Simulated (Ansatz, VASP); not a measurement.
Two plane-wave programs on ReBPt

File INCAR:

```
  PREC = Accurate
  ENCUT = 600
  EDIFF = 1E-7
  ISMEAR = 0
  SIGMA = 0.1
  LREAL = False
  LASPH = True
  NELM = 80
  ALGO = Fast
  ISIF = 3
  LWAVE = False
  LCHARG = False
  GGA = PE
  IBRION = 2
  NSW = 100
  EDIFFG = -0.01
```

The input KPOINTS:

```
Automatic mesh
0
Gamma
  12 12 6
```

Contents of POSCAR:

```
ReBPt
1.0
    3.0575975437      0.0000000000      0.0000000000
    0.0000000000      3.0575975437      0.0000000000
    0.0000000000      0.0000000000      8.4564776100
Re B Pt
2 2 2
Direct
    0.0000000000      0.5000000000      0.4207968150
    0.5000000000      0.0000000000      0.5792031850
    0.0000000000      0.0000000000      0.0000000000
    0.5000000000      0.5000000000      0.0000000000
    0.0000000000      0.5000000000      0.8240726457
    0.5000000000      0.0000000000      0.1759273543
```

Input for Ansatz:

```yaml
crystal:
  lattice:
    - [3.0575975437, 0.0, 0.0]
    - [0.0, 3.0575975437, 0.0]
    - [0.0, 0.0, 8.45647761]
  atoms:
    - { symbol: Re, position: [0.0, 0.5, 0.420796815] }
    - { symbol: Re, position: [0.5, 0.0, 0.579203185] }
    - { symbol: B, position: [0.0, 0.0, 0.0] }
    - { symbol: B, position: [0.5, 0.5, 0.0] }
    - { symbol: Pt, position: [0.0, 0.5, 0.8240726457] }
    - { symbol: Pt, position: [0.5, 0.0, 0.1759273543] }
basis:
  ecutwfc: 420
kpoints:
  mp_grid: { grid: [12, 12, 6] }
hamiltonian:
  xc: pbe
scf:
  occupations: { method: gaussian, width: 0.1 }
output:
  forces: true
  stress: true
  eigenvalues: true
  write_density: true
  write_potential: true
  elf: true
  volumetric_format: npy
relax:
  adjacent_minimum: "off"
  f_tol: 0.01
  max_steps: 80
  cell: { stress_tol: 0.05 }
```

Change from the starting cell: species swapped into the NiPRh type (P4/nmm, No. 129).

Alike in both runs: task relaxation of cell and atoms; functional PBE; k mesh 12 × 12 × 6; occupations gaussian, width 0.1 eV; no spin polarisation.

|  | VASP | Ansatz |
| --- | --- | --- |
| version | VASP 6.6.1 | Ansatz 0.2.0 |
| potentials or method | VASP PAW PBE potentials, release 64 (Re, B, Pt), cutoff 600 eV | scalar-relativistic, plane waves, PAW |
| valence electrons in the cell | 40 | 72 |

```tsv
	VASP	Ansatz	Ansatz less VASP
gap on the k mesh at the Fermi level, each at its own relaxed structure (eV)	none	none	-
relaxed volume (Å³/atom)	13.04	13.05	+0.007
relaxed length of the cell vector where the two differ most in proportion (Å)	8.755	8.766	+0.0107
```

A gap of «none» marks a metal or a gap that the smearing closes. VASP's potentials hold 40 valence electrons a cell and Ansatz's 72, so a difference there can come from the potentials and not from the codes.

Spin-orbit coupling is off throughout.
